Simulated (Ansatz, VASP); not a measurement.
## One calculation of Ga, two programs

```
Ga
1.0
     2.67482    0.00000    0.00000
     0.00000    2.67482    0.00000
     0.00000    0.00000    2.67482
Ga
1
Direct
  0.00000 0.00000 0.00000
```

Alike in both runs: task single point; functional revPBE; k mesh 13 × 13 × 13; occupations fermi-dirac, width 0.1 eV; no spin polarisation.

```csv
,VASP,Ansatz
version,VASP 6.6.1,Ansatz 0.2.0
potentials or method,"VASP PAW PBE potentials, release 64 (Ga_d), cutoff 520 eV","plane waves (420 eV) with PAW, scalar-relativistic"
valence electrons in the cell,13,13
```

VASP gave:

- pressure (GPa): 4.2

Task: Which values does Ansatz return?

Result: Pressure (GPa): 4.1.

VASP's potentials were made for PBE, not for revPBE.
